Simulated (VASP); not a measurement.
Wanted: the native input for a VASP 6.6.1 run.

```
Task                   : single point
Functional             : BLYP
Potentials or basis    : VASP PAW PBE potentials, release 64 (Rh_pv)
Cutoff                 : 520 eV
k mesh                 : 14 × 14 × 13
Occupations            : fermi-dirac, width 0.1 eV
Spin                   : no spin polarisation
Dipole correction      : no
Further INCAR settings : ALGO = Normal; EDIFF = 1e-07; NBANDS = 22
```

The structure of Rh lies in POSCAR:

```
Rh
1.0
   -2.7827680790      3.2048141588      1.3758849756
    3.2048141588     -2.7827680790      1.3758849756
    1.9608093248      1.9608093248     -0.6029068076
Rh
2
Direct
    0.0101195011      0.9898804989      0.0000000000
    0.7398804989      0.2601195011      0.5000000000
```

This cell differs from its parent crystal: volume scaled by 1.08.

The input as run:

INCAR

```
PREC = Accurate ; ENCUT = 520
EDIFF = 1E-7 ; ISMEAR = -1
SIGMA = 0.1 ; LREAL = F
LASPH = T ; NELM = 80
ALGO = Normal ; ISIF = 2
LWAVE = F ; LCHARG = F
GGA = B5 ; ALDAX = 1.0
AGGAX = 1.0 ; AGGAC = 1.0
ALDAC = 0.0 ; NBANDS = 22
```

KPOINTS

```
regular mesh
0
Gamma
  14 14 13
```

Potentials or basis: VASP PAW PBE potentials, release 64 (Rh_pv).

Command:

```bash
$ cat potpaw_PBE.64/Rh_pv/POTCAR > POTCAR
$ mpirun -np 1 vasp_std > vasp.out
```

It gave:

The pressure is -11.8 GPa and the largest force is 0.082 eV/Å. The band gap on the k mesh is zero (band 15 reaches 9.85 eV, above the bottom of band 16 at 8.33 eV).

Caveat: the PAW data sets were made with another functional, which shifts forces and pressure a little.

Wall time 11 min on 1 thread of Oxide Virtual Turin-like Processor, with other jobs on the host, peak memory 0.46 GiB.
